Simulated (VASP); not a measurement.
Here is a VASP 6.6.1 calculation.

INCAR

```
SYSTEM = ZrZn4N
  ALGO = Normal
  EDIFF = 1E-6
  ENCUT = 520
  GGA = PE
  ISIF = 2
  ISMEAR = 0
  LASPH = .True.
  LCHARG = .False.
  LREAL = .False.
  LWAVE = .False.
  NBANDS = 42
  NELM = 60
  PREC = Accurate
  SIGMA = 0.1
```

Contents of KPOINTS:

```
k-points
0
Gamma
  4 4 4
  0 0 0
```

The input POSCAR:

```
ZrZn4N
1.0
    0.0000000000      3.6888760600      3.6888760600
    3.6888760600      0.0000000000      3.6888760600
    3.6888760600      3.6888760600      0.0000000000
Zr Zn N
1 4 1
Direct
    0.5000000000      0.5000000000      0.5000000000
    0.1555672300      0.1555672300      0.1555672300
    0.1555672300      0.1555672300      0.5332983200
    0.1555672300      0.5332983200      0.1555672300
    0.5332983200      0.1555672300      0.1555672300
    0.0000000000      0.0000000000      0.0000000000
```

Potentials or basis: VASP PAW PBE potentials, release 64 (Zr_sv, Zn, N).

Command:

```sh
$ cat potpaw_PBE.64/Zr_sv/POTCAR potpaw_PBE.64/Zn/POTCAR potpaw_PBE.64/N/POTCAR > POTCAR
$ mpirun -np 1 vasp_std > vasp.out
```

Q: What does it give for the largest force?

A: 15.948 eV/Å.

Q: Estimate the band gap on the k mesh.

A: Zero (an odd number of electrons rules out a gap without spin polarisation).

Forces in eV/Å, atoms in the order of the input:
```
Zr   0.000  0.000  0.000
Zn  -9.208 -9.208 -9.208
Zn   9.208  9.208 -9.208
Zn   9.208 -9.208  9.208
Zn  -9.208  9.208  9.208
N    0.000  0.000  0.000
```

Caveat: the k points lie up to 0.37 Å⁻¹ apart, too coarse for converged energies and pressures of a metal; forces of over 1 eV/Å act on the atoms, so gaps and moduli don't describe the material at rest.
